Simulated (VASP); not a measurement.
# HfC (P6_3/mmc) in VASP: single point with PBE

Aim: the single point of HfC with PBE.

All numbers are computed with VASP 6.6.1; they aren't measurements. Logs are shortened: lines on timing, memory, paths and dates and some standing lists are left out, and cuts for length are marked.

### 1 The cell of the first run

It takes space group P6_3/mmc (No. 194, hexagonal). The conventional cell has a = 3.266 Å, b = 3.266 Å, c = 5.766 Å, α = 90.00°, β = 90.00°, γ = 120.00°. Hf (site symmetry -3m) has 6 C at 2.37 Å and 2 Hf at 2.88 Å within 3.1 Å. C (site symmetry -6m2) has 6 Hf at 2.37 Å within 3.1 Å.

### 2 Single point, PBE

POSCAR

```
HfC
1.0
    3.2657921833      0.0000000000      0.0000000000
   -1.6328960916      2.8282589942      0.0000000000
    0.0000000000      0.0000000000      5.7663094959
Hf C
2 2
Direct
    0.0000000000      0.0000000000      0.0000000000
    0.0000000000      0.0000000000      0.5000000000
    0.3333333333      0.6666666667      0.2500000000
    0.6666666667      0.3333333333      0.7500000000
```

INCAR.step1

```
  PREC = Accurate
  ENCUT = 520
  EDIFF = 1E-7
  ISMEAR = 0
  SIGMA = 0.05
  LREAL = F
  LASPH = T
  NELM = 60
  ALGO = Normal
  ISIF = 2
  LWAVE = F
  LCHARG = T
  LMAXMIX = 4
  GGA = PE
  NBANDS = 22
```

KPOINTS.step1

```
Automatic mesh
0
Gamma
  12 12 6
```

INCAR.step2

```
  PREC = Accurate
  ENCUT = 520
  EDIFF = 1E-7
  ISMEAR = -5
  SIGMA = 0.05
  LREAL = F
  LASPH = T
  NELM = 60
  ALGO = Normal
  ISIF = 2
  LWAVE = F
  LCHARG = F
  LMAXMIX = 4
  GGA = PE
  LORBIT = 11
  NBANDS = 22
  NEDOS = 2001
  ICHARG = 11
```

KPOINTS.step2

```
Automatic mesh
0
Gamma
  18 18 9
```

Potentials or basis: VASP PAW PBE potentials, release 64 (Hf_pv, C).

Run with:

```console
$ cat potpaw_PBE.64/Hf_pv/POTCAR potpaw_PBE.64/C/POTCAR > POTCAR
$ cp INCAR.step1 INCAR
$ cp KPOINTS.step1 KPOINTS
$ mpirun -np 1 vasp_std > vasp.out
$ cp INCAR.step2 INCAR
$ cp KPOINTS.step2 KPOINTS
$ mpirun -np 1 vasp_std > vasp.out
```

OUTCAR:

```text
PREC = Accurate
   ENCUT = 520
   EDIFF = 1E-7
   ISMEAR = -5
   LREAL = F
   LASPH = T
   NELM = 60
   ISIF = 2
   GGA = PE
   LORBIT = 11
   ICHARG = 11

 ion  position               nearest neighbor table
   1  0.000  0.000  0.000-   3 2.37   4 2.37   3 2.37   4 2.37   4 2.37   3 2.37   2 2.88   2 2.88

   2  0.000  0.000  0.500-   3 2.37   4 2.37   3 2.37   4 2.37   4 2.37   3 2.37   1 2.88   1 2.88

   3  0.333  0.667  0.250-   1 2.37   2 2.37   1 2.37   2 2.37   1 2.37   2 2.37
   4  0.667  0.333  0.750-   1 2.37   2 2.37   1 2.37   2 2.37   1 2.37   2 2.37

  LATTYP: Found a hexagonal cell.
 ALAT       =     3.2657921833
 C/A-ratio  =     1.7656694524

  Lattice vectors:

 A1 = (   3.2657921833,   0.0000000000,   0.0000000000)
 A2 = (  -1.6328960916,   2.8282589942,   0.0000000000)
 A3 = (   0.0000000000,   0.0000000000,   5.7663094959)

Analysis of symmetry for initial positions (statically):
=====================================================================
 Subroutine PRICEL returns:
 Original cell was already a primitive cell.

 Routine SETGRP: Setting up the symmetry group for a
 hexagonal supercell.

 Subroutine GETGRP returns: Found 24 space group operations
 (whereof 12 operations were pure point group operations)
 out of a pool of 24 trial point group operations.

The static configuration has the point symmetry D_3d.
 The point group associated with its full space group is D_6h.

Analysis of symmetry for dynamics (positions and initial velocities):
=====================================================================
 Subroutine PRICEL returns:
 Original cell was already a primitive cell.

 Routine SETGRP: Setting up the symmetry group for a
 hexagonal supercell.

 Subroutine GETGRP returns: Found 24 space group operations
 (whereof 12 operations were pure point group operations)
 out of a pool of 24 trial point group operations.

The dynamic configuration has the point symmetry D_3d.
 The point group associated with its full space group is D_6h.

 Subroutine INISYM returns: Found 24 space group operations
 (whereof 12 operations are pure point group operations),
 and found     1 'primitive' translations

----------------------------------------------------------------------------------------

                                     Primitive cell

  volume of cell :      53.2606

  direct lattice vectors                    reciprocal lattice vectors
     3.265792183  0.000000000  0.000000000     0.306204420  0.176787204  0.000000000
    -1.632896092  2.828258994  0.000000000     0.000000000  0.353574408  0.000000000
     0.000000000  0.000000000  5.766309496     0.000000000  0.000000000  0.173421146

  length of vectors
     3.265792183  3.265792183  5.766309496     0.353574408  0.353574408  0.173421146

  position of ions in fractional coordinates (direct lattice)
     0.000000000  0.000000000  0.000000000
     0.000000000  0.000000000  0.500000000
     0.333333333  0.666666667  0.250000000
     0.666666667  0.333333333  0.750000000

  ion indices of the primitive-cell ions
   primitive index   ion index
                 1           1
                 2           2
                 3           3
                 4           4

----------------------------------------------------------------------------------------

 KPOINTS: Automatic mesh

Automatic generation of k-mesh.
 Grid dimensions read from file:
 generate k-points for:   18   18    9

 Generating k-lattice:

  Cartesian coordinates                     Fractional coordinates (reciprocal lattice)
     0.017011357  0.009821511  0.000000000     0.055555556 -0.000000000  0.000000000
     0.000000000  0.019643023  0.000000000     0.000000000  0.055555556  0.000000000
     0.000000000  0.000000000  0.019269016     0.000000000  0.000000000  0.111111111

  Length of vectors
     0.019643023  0.019643023  0.019269016

  Shift w.r.t. Gamma in fractional coordinates (k-lattice)
     0.000000000  0.000000000  0.000000000

 TETIRR: Found   2805 inequivalent tetrahedra from    17496

 Subroutine IBZKPT returns following result:
 ===========================================

 Found    185 irreducible k-points:

 Following reciprocal coordinates:
            Coordinates               Weight
  0.000000  0.000000  0.000000      1.000000
  0.055556  0.000000  0.000000      6.000000
  0.111111  0.000000  0.000000      6.000000
  0.166667  0.000000  0.000000      6.000000
  0.222222  0.000000  0.000000      6.000000
  0.277778 -0.000000  0.000000      6.000000
[... 16 lines left out ...]
  0.333333  0.111111  0.000000     12.000000
  0.388889  0.111111  0.000000     12.000000
 [... further k-points ...]
   k-points           NKPTS =    185   k-points in BZ     NKDIM =    185   number of bands    NBANDS=     22
   number of dos      NEDOS =   2001   number of ions     NIONS =      4
   total plane-waves  NPLWV =  27648
   dimension x,y,z NGX =    24 NGY =   24 NGZ =   48
   dimension x,y,z NGXF=    48 NGYF=   48 NGZF=   96
   ions per type =               2   2
   NGX,Y,Z   is equivalent  to a cutoff of  12.22, 12.22, 13.84 a.u.
   NGXF,Y,Z  is equivalent  to a cutoff of  24.43, 24.43, 27.68 a.u.
 SYSTEM =  unknown system
   PREC   = accura    normal or accurate (medium, high low for compatibility)
   ISTART =      0    job   : 0-new  1-cont  2-samecut
   ICHARG =     11    charge: 1-file 2-atom 10-const
   ISPIN  =      1    spin polarized calculation?
   LNONCOLLINEAR =      F non collinear calculations
   LSORBIT =      F    spin-orbit coupling
   LASPH  =      T    aspherical Exc in radial PAW
   ENCUT  =  520.0 eV  38.22 Ry    6.18 a.u.   6.07  6.07 10.72*2*pi/ulx,y,z
   NELM   =     60;   NELMIN=  2; NELMDL=  0     # of ELM steps
   EDIFF  = 0.1E-06   stopping-criterion for ELM
   LREAL  =      F    real-space projection
   EDIFFG = 0.1E-05   stopping-criterion for IOM
   NSW    =      0    number of steps for IOM
   IBRION =     -1    ionic relax: 0-MD 1-quasi-New 2-CG
   NFREE  =      0    steps in history (QN), initial steepest desc. (CG)
   ISIF   =      2    stress and relaxation
   ISYM   =      2    0-nonsym 1-usesym 2-fastsym
   POTIM  = 0.5000    time-step for ionic-motion
   TEBEG  =    0.0;   TEEND  =   0.0 temperature during run
   PSTRESS=    0.0 pullay stress
   NELECT =      28.0000    total number of electrons
   NUPDOWN=      -1.0000    fix difference up-down
   EMIN   =  10.00;   EMAX   =-10.00  energy-range for DOS
   EFERMI =   0.00;   METHOD = LEGACY
   ISMEAR =    -5;   SIGMA  =   0.05  broadening in eV -4-tet -1-fermi 0-gaus
   EFERMI_NEDOS =   21; number of points for ismear=-14 and -15
   IALGO  =     38    algorithm
   IMIX   =      4    mixing-type and parameters
     AMIX     =   0.40;   BMIX     =  1.00
     AMIX_MAG =   1.60;   BMIX_MAG =  1.00
  volume/ion in A,a.u.               =      13.32        89.85
  Fermi-wavevector in a.u.,A,eV,Ry     =   1.321272  2.496842 23.752508  1.745760
  Thomas-Fermi vector in A             =   2.451038
   LORBIT       =     11    0 simple, 1 ext, 2 COOP (PROOUT), +10 PAW based schemes
   GGA     = PE    functional components
   LHFCALC =     F    Hartree Fock is set to
   AEXX    =    0.0000 exact exchange contribution
   IVDW    =     0    specifies the selected vdW correction
   LEPSILON=     F    determine dielectric tensor
   LRPA    =     F    only Hartree local field effects (RPA)
 non-spin polarized calculation
 Fermi weights with tetrahedron method with Bloechl corrections
  energy-cutoff  :      520.00
  volume of cell :       53.26
 maximum number of plane-waves:      1461

 number of electron      27.9999994 magnetization

 Free energy of the ion-electron system (eV)
  ---------------------------------------------------
  ext. energy  EPLUGINS =         0.00000000
  ---------------------------------------------------
  free energy    TOTEN  =       -39.95446582 eV

  energy without entropy =      -39.95446582  energy(sigma->0) =      -39.95446582

 E-fermi :   5.4250     XC(G=0): -11.9531

 val. band max:        5.4488100645   @ k =   0.0556   0.0556   0.2222
 cond. band min:       5.4051756175   @ k =   0.2778  -0.0000   0.2222
 fundamental gap:     -0.0436344470
 Fermi energy:         5.4250369954

 k-point     1 :       0.0000    0.0000    0.0000
  band No.  band energies     occupation
      1     -25.1352      2.00000
      2     -24.4329      2.00000
      3     -24.4329      2.00000
      4     -24.3206      2.00000
      5     -24.3206      2.00000
      6     -24.0585      2.00000
[... 14 lines left out ...]
     21      11.6623      0.00000
     22      11.8737      0.00000

 k-point     2 :       0.0556    0.0000    0.0000
  band No.  band energies     occupation
      1     -25.1314      2.00000
      2     -24.4501      2.00000
      3     -24.4367      2.00000
      4     -24.3356      2.00000
      5     -24.3239      2.00000
      6     -24.0566      2.00000
[... 14 lines left out ...]
     21      11.6847      0.00000
     22      12.0545      0.00000

 k-point     3 :       0.1111    0.0000    0.0000
  band No.  band energies     occupation
      1     -25.1207      2.00000
      2     -24.4992      2.00000
      3     -24.4477      2.00000
      4     -24.3787      2.00000
      5     -24.3336      2.00000
      6     -24.0512      2.00000
[... 14 lines left out ...]
     21      11.8072      0.00000
     22      12.5136      0.00000
[... 476 lines left out ...]
 k-point    23 :       0.3333    0.1111    0.0000
  band No.  band energies     occupation
      1     -25.0202      2.00000
      2     -24.8997      2.00000
      3     -24.7337      2.00000
      4     -24.5802      2.00000
      5     -24.4506      2.00000
      6     -24.0006      2.00000
[... 14 lines left out ...]
     21      12.7579      0.00000
     22      13.0498      0.00000

 k-point    24 :       0.3889    0.1111    0.0000
  band No.  band energies     occupation
      1     -25.0104      2.00000
      2     -24.9377      2.00000
      3     -24.7682      2.00000
      4     -24.5940      2.00000
      5     -24.4628      2.00000
      6     -23.9954      2.00000
[... 14 lines left out ...]
     21      12.9028      0.00000
     22      13.1313      0.00000

 [... further k-points ...]

------------------------ aborting loop because EDIFF is reached ----------------------------------------

  FORCE on cell =-STRESS in cart. coord.  units (eV):
  Direction    XX          YY          ZZ          XY          YZ          ZX
  --------------------------------------------------------------------------------------
  -------------------------------------------------------------------------------------
  Total       -0.2377744     -0.2377744     -0.2650384     -0.0000000      0.0000000      0.0000000
  in kB       -7.1526996     -7.1526996     -7.9728521     -0.0000000      0.0000000      0.0000000
  external PRESSURE =      -7.4260838 kB  Pullay stress =       0.0000000 kB

 VOLUME and BASIS-vectors are now :
 -----------------------------------------------------------------------------
  energy-cutoff  :      520.00
  volume of cell :       53.26
      direct lattice vectors                 reciprocal lattice vectors
     3.265792183  0.000000000  0.000000000     0.306204420  0.176787204  0.000000000
    -1.632896092  2.828258994  0.000000000     0.000000000  0.353574408  0.000000000
     0.000000000  0.000000000  5.766309496     0.000000000  0.000000000  0.173421146

 POSITION                                       TOTAL-FORCE (eV/Angst)
 -----------------------------------------------------------------------------------
      0.00000      0.00000      0.00000        -0.000000      0.000000     -0.000000
      0.00000      0.00000      2.88315        -0.000000      0.000000     -0.000000
     -0.00000      1.88551      1.44158        -0.000000      0.000000      0.000000
      1.63290      0.94275      4.32473         0.000000      0.000000      0.000000
 -----------------------------------------------------------------------------------
    total drift:                               -0.000000      0.000000      0.000000

  FREE ENERGIE OF THE ION-ELECTRON SYSTEM (eV)
  ---------------------------------------------------
  free  energy   TOTEN  =       -39.9544658218 eV

  energy  without entropy=      -39.9544658218  energy(sigma->0) =      -39.95446582

 total charge

# of ion       s       p       d       tot
------------------------------------------
    1        0.337   6.607   1.599   8.543
    2        0.337   6.607   1.599   8.543
    3        0.868   1.482   0.000   2.349
    4        0.868   1.482   0.000   2.349
--------------------------------------------------
tot          2.411  16.177   3.198  21.786
```

Run time: 93 s. Hardware: 1 thread of Intel Xeon Platinum 8488C (Sapphire Rapids), shared host; peak memory 0.3 GiB.

What came out:

```
Valence electrons inside the program's atomic spheres : Hf 8.54; C 2.35
```

Caveat: spin-orbit coupling is left out, which moves the levels of the heavy elements.
